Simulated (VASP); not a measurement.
Input of a VASP 6.6.1 run:

INCAR

```
PREC     = Accurate       # precision mode
ENCUT    = 600            # plane-wave cutoff, eV
EDIFF    = 1E-7           # SCF threshold, eV
ISMEAR   = 0              # smearing method
SIGMA    = 0.02           # smearing width, eV
LREAL    = F              # projectors in reciprocal space
LASPH    = T              # aspherical terms in the spheres
NELM     = 60             # most SCF steps
ALGO     = Normal         # electronic algorithm
ISIF     = 4              # what is computed and relaxed
LWAVE    = F              # write WAVECAR
LCHARG   = F              # write CHGCAR
GGA      = PS             # functional
IBRION   = 2              # ionic algorithm
NSW      = 50             # ionic steps
EDIFFG   = -0.01          # ionic threshold
```

KPOINTS

```
regular mesh
0
Gamma
  9 9 6
```

The input POSCAR:

```
BaH2
1.0
    4.4279547402      0.0000000000      0.0000000000
   -2.2139773701      3.8347212918      0.0000000000
    0.0000000000      0.0000000000      5.8529917541
Ba H
2 4
Direct
    0.6666666667      0.3333333333      0.7500000000
    0.3333333333      0.6666666667      0.2500000000
    0.3333333333      0.6666666667      0.7500000000
    0.6666666667      0.3333333333      0.2500000000
    0.0000000000      0.0000000000      0.5000000000
    0.0000000000      0.0000000000      0.0000000000
```

Potentials or basis: VASP PAW PBE potentials, release 64 (Ba_sv, H).

The run is started by

```console
$ cat potpaw_PBE.64/Ba_sv/POTCAR potpaw_PBE.64/H/POTCAR > POTCAR
$ mpirun -np 1 vasp_std > vasp.out
```

(1) Estimate the band gap on the k mesh.

## Answers

(1) 1.50 eV (least direct gap 2.47 eV).

Caveat: spin-orbit coupling is left out, which moves the levels of the heavy elements.
